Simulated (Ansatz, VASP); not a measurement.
# Y in VASP and in Ansatz

The input INCAR:

```
SYSTEM = Y
  PREC = Accurate
  ENCUT = 520
  EDIFF = 1E-6
  ISMEAR = -1
  SIGMA = 0.05
  LREAL = .FALSE.
  LASPH = .TRUE.
  NELM = 80
  ALGO = Normal
  ISIF = 2
  LWAVE = .FALSE.
  LCHARG = .FALSE.
  GGA = PE
  NBANDS = 12
```

File KPOINTS:

```
regular mesh
0
G
  9 9 9
  0 0 0
```

The input POSCAR:

```
Y
1.0
    0.0000000000      2.4998949931      2.4998949931
    2.4998949931      0.0000000000      2.4998949931
    2.4998949931      2.4998949931      0.0000000000
Y
1
Direct
    0.0000000000      0.0000000000      0.0000000000
```

File input.yaml:

```yaml
crystal:
  lattice:
    - [0.0, 2.4998949931, 2.4998949931]
    - [2.4998949931, 0.0, 2.4998949931]
    - [2.4998949931, 2.4998949931, 0.0]
  atoms:
    - { symbol: "Y", position: [0.0, 0.0, 0.0] }
kpoints:
  mp_grid: { grid: [9, 9, 9] }
scf:
  occupations: { method: fermi_dirac, width: 0.05 }
hamiltonian:
  xc: pbe
  pseudopotentials: { kind: all_electron, lapw: { basis_error: 0.0005 } }
output:
  forces: true
  stress: true
  eigenvalues: true
```

Change from the starting cell: volume scaled by 0.94.

Alike in both runs: task single point; functional PBE; k mesh 9 × 9 × 9; occupations fermi-dirac, width 0.05 eV; no spin polarisation.

|  | VASP | Ansatz |
| --- | --- | --- |
| version | VASP 6.6.1 | Ansatz 0.2.0 |
| potentials or method | VASP PAW PBE potentials, release 64 (Y_sv), cutoff 520 eV | all-electron LAPW, scalar-relativistic |

```tsv
	VASP	Ansatz	Ansatz less VASP
gap on the k mesh at the Fermi level (eV)	none	none	-
pressure (GPa)	1.5	1.7	+0.13
```

A gap of «none» marks a metal or a gap that the smearing closes. Ansatz ran all-electron here, and VASP with PAW potentials.
